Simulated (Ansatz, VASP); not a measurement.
## In2Sb: VASP beside Ansatz

INCAR

```
  PREC = Accurate
  ENCUT = 500
  EDIFF = 1E-6
  ISMEAR = 0
  SIGMA = 0.1
  LREAL = False
  LASPH = True
  NELM = 120
  ALGO = Normal
  ISIF = 2
  LWAVE = False
  LCHARG = True
  GGA = PS
  LELF = True
  LVHAR = True
  NBANDS = 40
  GGA_COMPAT = False
```

Contents of KPOINTS:

```
Automatic mesh
0
Gamma
  18 18 10
```

POSCAR

```
In2Sb
1.0
    5.3799042018      0.0000000000      0.0000000000
   -2.6899521009      4.6591337087      0.0000000000
    0.0000000000      0.0000000000      6.7225520000
In Sb
4 2
Direct
    0.6666666667      0.3333333333      0.2500000000
    0.3333333333      0.6666666667      0.7500000000
    0.0000000000      0.0000000000      0.5000000000
    0.0000000000      0.0000000000      0.0000000000
    0.6666666667      0.3333333333      0.7500000000
    0.3333333333      0.6666666667      0.2500000000
```

Input for Ansatz:

```yaml
crystal:
  lattice:
    - [5.3799042018, 0.0, 0.0]
    - [-2.6899521009, 4.6591337087, 0.0]
    - [0.0, 0.0, 6.722552]
  atoms:
    - { symbol: In, position: [0.6666666667, 0.3333333333, 0.25] }
    - { symbol: In, position: [0.3333333333, 0.6666666667, 0.75] }
    - { symbol: In, position: [0.0, 0.0, 0.5] }
    - { symbol: In, position: [0.0, 0.0, 0.0] }
    - { symbol: Sb, position: [0.6666666667, 0.3333333333, 0.75] }
    - { symbol: Sb, position: [0.3333333333, 0.6666666667, 0.25] }
basis:
  ecutwfc: 420
kpoints:
  mp_grid: { grid: [18, 18, 10] }
hamiltonian:
  xc: pbesol
scf:
  occupations: { method: gaussian, width: 0.1 }
output:
  forces: true
  stress: true
  eigenvalues: true
```

Alike in both runs: task single point; functional PBEsol; k mesh 18 × 18 × 10; occupations gaussian, width 0.1 eV; no spin polarisation.

|  | VASP | Ansatz |
| --- | --- | --- |
| version | VASP 6.6.1 | Ansatz 0.2.0 |
| potentials or method | VASP PAW PBE potentials, release 64 (In_d, Sb), cutoff 500 eV | scalar-relativistic, plane waves, PAW |
| valence electrons in the cell | 62 | 82 |

|  | VASP | Ansatz | Ansatz less VASP |
| --- | --- | --- | --- |
| gap on the k mesh at the Fermi level (eV) | none | none | - |
| pressure (GPa) | -2.6 | -2.6 | +0.01 |
| traceless stress, the component that is largest in VASP (GPa) | -0.77 | -0.76 | +0.014 |

VASP's potentials were made for PBE, not for PBEsol. A gap of «none» marks a metal or a gap that the smearing closes. VASP's potentials hold 62 valence electrons a cell and Ansatz's 82, so a difference there can come from the potentials and not from the codes.

Neither program's run includes spin-orbit coupling.
